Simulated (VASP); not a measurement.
A run of VASP 6.6.1 is set up as follows.

File INCAR:

```
ALGO = Normal
EDIFF = 1E-7
ENCUT = 520
GGA = PS
ISIF = 2
ISMEAR = -1
ISPIN = 2
IVDW = 12
LASPH = True
LCHARG = False
LMAXMIX = 4
LORBIT = 11
LREAL = False
LWAVE = False
MAGMOM = 0 1 0 0 0
NBANDS = 32
NELM = 150
PREC = Accurate
SIGMA = 0.1
```

The input KPOINTS:

```
k-points
0
Gamma
  6 6 6
```

POSCAR

```
NaVF3
1.0
    4.0225555294      0.0000000000      0.0000000000
    0.0000000000      4.0225555294      0.0000000000
    0.0000000000      0.0000000000      4.0225555294
Na V F
1 1 3
Direct
    0.0000000000      0.0000000000      0.0000000000
    0.5000000000      0.5000000000      0.5000000000
    0.0000000000      0.5000000000      0.5000000000
    0.5000000000      0.0000000000      0.5000000000
    0.5000000000      0.5000000000      0.0000000000
```

Potentials or basis: VASP PAW PBE potentials, release 64 (Na_pv, V_sv, F).

The run is started by

```console
$ cat potpaw_PBE.64/Na_pv/POTCAR potpaw_PBE.64/V_sv/POTCAR potpaw_PBE.64/F/POTCAR > POTCAR
$ mpirun -np 1 vasp_std > vasp.out
```

Task: Estimate the site moments.

Result: Na +0.00; V +2.59; F +0.03 μB.

Task: What does it give for the pressure?

Result: 0.1 GPa.

Task: Estimate the net moment.

Result: 2.94 μB per cell.

Caveat: the PAW data sets were made with another functional, which shifts forces and pressure a little.
